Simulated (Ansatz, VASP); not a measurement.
TaTeO5 in VASP and in Ansatz

```
CELL_PARAMETERS angstrom
3.74886 0.00000 0.00000
0.00000 3.74886 0.00000
0.00000 0.00000 6.61705
ATOMIC_POSITIONS crystal
Ta 0.50000 0.50000 0.00000
Te 0.00000 0.00000 0.50000
O 0.00000 0.00000 0.00000
O 0.50000 0.00000 0.69953
O 0.00000 0.50000 0.69953
O 0.50000 0.00000 0.30047
O 0.00000 0.50000 0.30047
```

Change from the starting cell: species swapped into the AgPPd5 type (P4/mmm, No. 123).

Alike in both runs: task single point; functional PBE; k mesh 4 × 4 × 4; occupations gaussian, width 0.1 eV; no spin polarisation.

|  | VASP | Ansatz |
| --- | --- | --- |
| version | VASP 6.6.1 | Ansatz 0.2.0 |
| potentials or method | VASP PAW PBE potentials, release 64 (Ta_pv, Te, O), cutoff 520 eV | scalar-relativistic, plane waves, PAW |
| valence electrons in the cell | 47 | 59 |

Ansatz gave:

```
gap on the k mesh at the Fermi level (eV) : none
rms of the force components (eV/Å)        : 0.440
```

Question: Which values does VASP return?

Answer: gap on the k mesh at the Fermi level (eV): none; rms of the force components (eV/Å): 0.430.

Atom by atom the forces differ by 0.010 eV/Å (rms over components). A gap of «none» marks a metal or a gap that the smearing closes. VASP's potentials hold 47 valence electrons a cell and Ansatz's 59, so a difference there can come from the potentials and not from the codes.

The k mesh is coarse, so the values compare programs but aren't converged. Neither program's run includes spin-orbit coupling.
